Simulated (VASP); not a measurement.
Write the native input for VASP 6.6.1 that does the following.

| Property | Result |
| --- | --- |
| Task | single point |
| Functional | PBE |
| Potentials or basis | VASP PAW PBE potentials, release 64 (Ta_pv, N) |
| Cutoff | 520 eV |
| k mesh | 18 × 18 × 14 |
| Occupations | gaussian, width 0.1 eV |
| Spin | no spin polarisation |
| Dipole correction | no |
| Further INCAR settings | ALGO = Normal; EDIFF = 1e-06; NBANDS = 15 |

The structure of TaN lies in POSCAR:

```
TaN
1.0
    2.9501846799      0.0000000000      0.0000000000
   -1.4750923399      2.5549348786      0.0000000000
    0.0000000000      0.0000000000      2.8977716016
Ta N
1 1
Direct
    0.3333333333      0.6666666667      0.5000000000
    0.0000000000      0.0000000000      0.0000000000
```

These files were run (other wordings do the same):

INCAR

```
PREC = Accurate ; ENCUT = 520
EDIFF = 1E-6 ; ISMEAR = 0
SIGMA = 0.1 ; LREAL = F
LASPH = T ; NELM = 100
ALGO = Normal ; ISIF = 2
LWAVE = F ; LCHARG = F
GGA = PE ; NBANDS = 15
```

KPOINTS

```
Automatic mesh
0
Gamma
  18 18 14
```

Potentials or basis: VASP PAW PBE potentials, release 64 (Ta_pv, N).

Run with:

```console
$ cat potpaw_PBE.64/Ta_pv/POTCAR potpaw_PBE.64/N/POTCAR > POTCAR
$ mpirun -np 1 vasp_std > vasp.out
```

It gave:

| Property | Result |
| --- | --- |
| Pressure | 0.7 GPa |
| Band gap on the k mesh | zero (band 8 reaches 8.33 eV, above the bottom of band 9 at 8.03 eV) |

Caveat: spin-orbit coupling is left out, which moves the levels of the heavy elements.

Wall time 24 s on 1 thread of Intel(R) Xeon(R) 6975P-C (Granite Rapids) (shared host), peak memory 0.21 GiB.
